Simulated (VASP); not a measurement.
# Tl2PtS3 in VASP: single point with PBEsol

Aim: the single point of Tl2PtS3 with PBEsol.

Program: VASP 6.6.1. These are calculated values, not measurements. Logs are shortened: lines on timing, memory, paths and dates and some standing lists are left out, and cuts for length are marked.

## Step 1: The cell of the first run

The typed cell holds 6 atoms: a = 3.712 Å, b = 3.711 Å, c = 11.021 Å, α = 90.00°, β = 90.00°, γ = 120.00°.

## Step 2: Single point, PBEsol

The input, INCAR:

```
SYSTEM = Tl2PtS3
PREC = Accurate
ENCUT = 520
EDIFF = 1E-6
ISMEAR = -1
SIGMA = 0.05
LREAL = .FALSE.
LASPH = .TRUE.
NELM = 60
ALGO = Normal
ISIF = 2
LWAVE = .FALSE.
LCHARG = .FALSE.
GGA = PS
NBANDS = 36
```

The input, KPOINTS:

```
Automatic mesh
0
G
  6 6 2
  0 0 0
```

The input, POSCAR:

```
Tl2PtS3
1.0
    3.7115413344      0.0000814833     -0.0000991137
   -1.8557007793      3.2139930187      0.0000041514
   -0.0002603662     -0.0003723714     11.0205451693
Tl Pt S
2 1 3
Direct
    0.3559172104      0.6724839734      0.8306807916
    0.6892547641      0.3391261315      0.1630578516
    0.0226047631      0.0058229945      0.4968690866
    0.3559127918      0.6724703823      0.3932716283
    0.6892820138      0.3391642736      0.6004678735
    0.0225740454      0.0057888339     -0.0031293001
```

Potentials or basis: VASP PAW PBE potentials, release 64 (Tl_d, Pt, S).

Started as:

```bash
$ cat potpaw_PBE.64/Tl_d/POTCAR potpaw_PBE.64/Pt/POTCAR potpaw_PBE.64/S/POTCAR > POTCAR
$ mpirun -np 1 vasp_std > vasp.out
```

OUTCAR:

```text
SYSTEM = Tl2PtS3
   PREC = Accurate
   ENCUT = 520
   EDIFF = 1E-6
   ISMEAR = -1
   LREAL = .FALSE.
   LASPH = .TRUE.
   NELM = 60
   ISIF = 2
   GGA = PS

 ion  position               nearest neighbor table
   1  0.356  0.672  0.831-   6 2.82   6 2.82   6 2.82   5 3.32   5 3.32   5 3.32
   2  0.689  0.339  0.163-   6 2.82   6 2.82   6 2.82   4 3.32   4 3.32   4 3.32
   3  0.023  0.006  0.497-   4 2.43   5 2.43   4 2.43   5 2.43   5 2.43   4 2.43
   4  0.356  0.672  0.393-   3 2.43   3 2.43   3 2.43   2 3.32   2 3.32   2 3.32
   5  0.689  0.339  0.600-   3 2.43   3 2.43   3 2.43   1 3.32   1 3.32   1 3.32
   6  0.023  0.006  0.997-   1 2.82   2 2.82   1 2.82   2 2.82   2 2.82   1 2.82

  LATTYP: Found a base centered monoclinic cell.
 ALAT       =    22.9598637832
 B/A-ratio  =     0.1616407670
 C/A-ratio  =     0.4799917492
 COS(beta)  =    -0.9600024101

  Lattice vectors:

 A1 = (   3.7118017006,   0.0004538547, -11.0206442830)
 A2 = (   1.8561009213,   3.2144468734, -11.0206401316)
 A3 = (  -0.0002603662,  -0.0003723714,  11.0205451693)

Analysis of symmetry for initial positions (statically):
=====================================================================
 Subroutine PRICEL returns:
 Original cell was already a primitive cell.

 Routine SETGRP: Setting up the symmetry group for a
 base centered monoclinic supercell.

 Subroutine GETGRP returns: Found  1 space group operations
 (whereof  1 operations were pure point group operations)
 out of a pool of  4 trial point group operations.

The static configuration has the point symmetry C_1 .

Analysis of symmetry for dynamics (positions and initial velocities):
=====================================================================
 Subroutine PRICEL returns:
 Original cell was already a primitive cell.

 Routine SETGRP: Setting up the symmetry group for a
 base centered monoclinic supercell.

 Subroutine GETGRP returns: Found  1 space group operations
 (whereof  1 operations were pure point group operations)
 out of a pool of  4 trial point group operations.

The dynamic configuration has the point symmetry C_1 .

 Subroutine INISYM returns: Found  1 space group operations
 (whereof  1 operations are pure point group operations),
 and found     1 'primitive' translations

----------------------------------------------------------------------------------------

                                     Primitive cell

  volume of cell :     131.4643

  direct lattice vectors                    reciprocal lattice vectors
     3.711541334  0.000081483 -0.000099114     0.269426428  0.155561891  0.000011622
    -1.855700779  3.213993019  0.000004151    -0.000006830  0.311135500  0.000010513
    -0.000260366 -0.000372371 11.020545169     0.000002423  0.000001282  0.090739613

  length of vectors
     3.711541337  3.711249992 11.020545179     0.311111077  0.311135500  0.090739613

  position of ions in fractional coordinates (direct lattice)
     0.355917210  0.672483973  0.830680792
     0.689254764  0.339126132  0.163057852
     0.022604763  0.005822995  0.496869087
     0.355912792  0.672470382  0.393271628
     0.689282014  0.339164274  0.600467874
     0.022574045  0.005788834  0.996870700

  ion indices of the primitive-cell ions
   primitive index   ion index
                 1           1
                 2           2
                 3           3
                 4           4
                 5           5
                 6           6

----------------------------------------------------------------------------------------

 KPOINTS: Automatic mesh

Automatic generation of k-mesh.
 Grid dimensions read from file:
 generate k-points for:    6    6    2

 Generating k-lattice:

  Cartesian coordinates                     Fractional coordinates (reciprocal lattice)
     0.044904405  0.025926982  0.000001937     0.166666667  0.000000000 -0.000000000
    -0.000001138  0.051855917  0.000001752    -0.000000000  0.166666667 -0.000000000
     0.000001212  0.000000641  0.045369806     0.000000000  0.000000000  0.500000000

  Length of vectors
     0.051851846  0.051855917  0.045369806

  Shift w.r.t. Gamma in fractional coordinates (k-lattice)
     0.000000000  0.000000000  0.000000000

 Subroutine IBZKPT returns following result:
 ===========================================

 Found     40 irreducible k-points:

 Following reciprocal coordinates:
            Coordinates               Weight
  0.000000  0.000000  0.000000      1.000000
  0.166667  0.000000  0.000000      2.000000
  0.333333  0.000000  0.000000      2.000000
  0.500000  0.000000  0.000000      1.000000
  0.000000  0.166667  0.000000      2.000000
  0.166667  0.166667 -0.000000      2.000000
[... 16 lines left out ...]
  0.333333  0.000000  0.500000      2.000000
  0.500000 -0.000000  0.500000      1.000000
 [... further k-points ...]
   k-points           NKPTS =     40   k-points in BZ     NKDIM =     40   number of bands    NBANDS=     36
   number of dos      NEDOS =    301   number of ions     NIONS =      6
   total plane-waves  NPLWV =  65856
   dimension x,y,z NGX =    28 NGY =   28 NGZ =   84
   dimension x,y,z NGXF=    56 NGYF=   56 NGZF=  168
   ions per type =               2   1   3
   NGX,Y,Z   is equivalent  to a cutoff of  12.54, 12.54, 12.67 a.u.
   NGXF,Y,Z  is equivalent  to a cutoff of  25.08, 25.09, 25.34 a.u.
 SYSTEM =  Tl2PtS3
   PREC   = accura    normal or accurate (medium, high low for compatibility)
   ISTART =      0    job   : 0-new  1-cont  2-samecut
   ICHARG =      2    charge: 1-file 2-atom 10-const
   ISPIN  =      1    spin polarized calculation?
   LNONCOLLINEAR =      F non collinear calculations
   LSORBIT =      F    spin-orbit coupling
   LASPH  =      T    aspherical Exc in radial PAW
   ENCUT  =  520.0 eV  38.22 Ry    6.18 a.u.   6.90  6.90 20.49*2*pi/ulx,y,z
   NELM   =     60;   NELMIN=  2; NELMDL= -5     # of ELM steps
   EDIFF  = 0.1E-05   stopping-criterion for ELM
   LREAL  =      F    real-space projection
   EDIFFG = 0.1E-04   stopping-criterion for IOM
   NSW    =      0    number of steps for IOM
   IBRION =     -1    ionic relax: 0-MD 1-quasi-New 2-CG
   NFREE  =      0    steps in history (QN), initial steepest desc. (CG)
   ISIF   =      2    stress and relaxation
   ISYM   =      2    0-nonsym 1-usesym 2-fastsym
   POTIM  = 0.5000    time-step for ionic-motion
   TEBEG  =    0.0;   TEEND  =   0.0 temperature during run
   PSTRESS=    0.0 pullay stress
   NELECT =      54.0000    total number of electrons
   NUPDOWN=      -1.0000    fix difference up-down
   EMIN   =  10.00;   EMAX   =-10.00  energy-range for DOS
   EFERMI =   0.00;   METHOD = LEGACY
   ISMEAR =    -1;   SIGMA  =   0.05  broadening in eV -4-tet -1-fermi 0-gaus
   EFERMI_NEDOS =   21; number of points for ismear=-14 and -15
   IALGO  =     38    algorithm
   IMIX   =      4    mixing-type and parameters
     AMIX     =   0.40;   BMIX     =  1.00
     AMIX_MAG =   1.60;   BMIX_MAG =  1.00
  volume/ion in A,a.u.               =      21.91       147.86
  Fermi-wavevector in a.u.,A,eV,Ry     =   1.216943  2.299688 20.149543  1.480950
  Thomas-Fermi vector in A             =   2.352280
   LORBIT       =      0    0 simple, 1 ext, 2 COOP (PROOUT), +10 PAW based schemes
   GGA     = PS    functional components
   LHFCALC =     F    Hartree Fock is set to
   AEXX    =    0.0000 exact exchange contribution
   IVDW    =     0    specifies the selected vdW correction
   LEPSILON=     F    determine dielectric tensor
   LRPA    =     F    only Hartree local field effects (RPA)
 non-spin polarized calculation
  energy-cutoff  :      520.00
  volume of cell :      131.46
 maximum number of plane-waves:      3564
   NGX = 13   NGY = 13   NGZ = 41

 number of electron      54.0000001 magnetization

 Free energy of the ion-electron system (eV)
  ---------------------------------------------------
  ext. energy  EPLUGINS =         0.00000000
  ---------------------------------------------------
  free energy    TOTEN  =       -27.23356683 eV

  energy without entropy =      -27.22406987  energy(sigma->0) =      -27.22881835

 E-fermi :   6.3183     XC(G=0): -10.4832

 val. band max:        6.2415504545   @ k =  -0.0000   0.1667   0.5000
 cond. band min:       6.5644066597   @ k =   0.3333   0.3333   0.0000
 fundamental gap:      0.3228562053
 Fermi energy:         6.3182920210

 k-point     1 :       0.0000    0.0000    0.0000
  band No.  band energies     occupation
      1      -9.0520      2.00000
      2      -6.9302      2.00000
      3      -6.7866      2.00000
      4      -4.6868      2.00000
      5      -4.6866      2.00000
      6      -4.6539      2.00000
[... 28 lines left out ...]
     35      12.6470      0.00000
     36      12.7071      0.00000

 k-point     2 :       0.1667    0.0000    0.0000
  band No.  band energies     occupation
      1      -8.7517      2.00000
      2      -6.8712      2.00000
      3      -6.7892      2.00000
      4      -4.6969      2.00000
      5      -4.6857      2.00000
      6      -4.6217      2.00000
[... 28 lines left out ...]
     35      12.3200      0.00000
     36      13.1301      0.00000

 k-point     3 :       0.3333    0.0000    0.0000
  band No.  band energies     occupation
      1      -8.0144      2.00000
      2      -7.0675      2.00000
      3      -6.5265      2.00000
      4      -4.7814      2.00000
      5      -4.7178      2.00000
      6      -4.6159      2.00000
[... 28 lines left out ...]
     35      12.2890      0.00000
     36      12.8360      0.00000
[... 742 lines left out ...]
 k-point    23 :       0.3333    0.0000    0.5000
  band No.  band energies     occupation
      1      -8.0146      2.00000
      2      -7.0646      2.00000
      3      -6.5309      2.00000
      4      -4.7819      2.00000
      5      -4.7177      2.00000
      6      -4.6185      2.00000
[... 28 lines left out ...]
     35      11.9549      0.00000
     36      13.1852      0.00000

 k-point    24 :       0.5000   -0.0000    0.5000
  band No.  band energies     occupation
      1      -7.4370      2.00000
      2      -7.2839      2.00000
      3      -6.4074      2.00000
      4      -4.8251      2.00000
      5      -4.7401      2.00000
      6      -4.6557      2.00000
[... 28 lines left out ...]
     35      11.3420      0.00000
     36      13.2165      0.00000

 [... further k-points ...]
[... 5 lines left out ...]
  --------------------------------------------------------------------------------------
  -------------------------------------------------------------------------------------
  Total       -0.1182629     -0.1144709     -0.0382530     -0.0009045     -0.0003585      0.0002992
  in kB       -1.4412893     -1.3950763     -0.4661954     -0.0110228     -0.0043689      0.0036461
  external PRESSURE =      -1.1008537 kB  Pullay stress =       0.0000000 kB

 VOLUME and BASIS-vectors are now :
 -----------------------------------------------------------------------------
  energy-cutoff  :      520.00
  volume of cell :      131.46
      direct lattice vectors                 reciprocal lattice vectors
     3.711541334  0.000081483 -0.000099114     0.269426428  0.155561891  0.000011622
    -1.855700779  3.213993019  0.000004151    -0.000006830  0.311135500  0.000010513
    -0.000260366 -0.000372371 11.020545169     0.000002423  0.000001282  0.090739613

 POSITION                                       TOTAL-FORCE (eV/Angst)
 -----------------------------------------------------------------------------------
      0.07286      2.16108      9.15452        -0.000020     -0.000125     -0.002227
      1.92884      1.08994      1.79692        -0.000005      0.000047      0.002285
      0.07296      0.01853      5.47577        -0.000208     -0.000212      0.000113
      0.07298      2.16120      4.33404         0.000111      0.000300      0.015526
      1.92875      1.08990      6.61742         0.000108     -0.000069     -0.015616
      0.07278      0.01824     10.98606         0.000014      0.000059     -0.000082
 -----------------------------------------------------------------------------------
    total drift:                               -0.000004     -0.000035     -0.000019

  FREE ENERGIE OF THE ION-ELECTRON SYSTEM (eV)
  ---------------------------------------------------
  free  energy   TOTEN  =       -27.2335668331 eV

  energy  without entropy=      -27.2240698748  energy(sigma->0) =      -27.22881835
```

It took 6.1 min on 1 thread of AMD EPYC 7R13 (Zen 3), shared host; peak memory 0.31 GiB.

Results:

```
Free energy            : -27.2336 eV
Pressure               : -0.1 GPa
Largest force          : 0.016 eV/Å
Band gap on the k mesh : zero (band 27 reaches 6.95 eV, above the bottom of band 28 at 6.20 eV)
```

Forces in eV/Å, atoms in the order of the input:
```
Tl   0.000  0.000 -0.002
Tl   0.000  0.000  0.002
Pt   0.000  0.000  0.000
S    0.000  0.000  0.016
S    0.000  0.000 -0.016
S    0.000  0.000  0.000
```

Caveat: the PAW data sets were made with another functional, which shifts forces and pressure a little; spin-orbit coupling is left out, which moves the levels of the heavy elements.
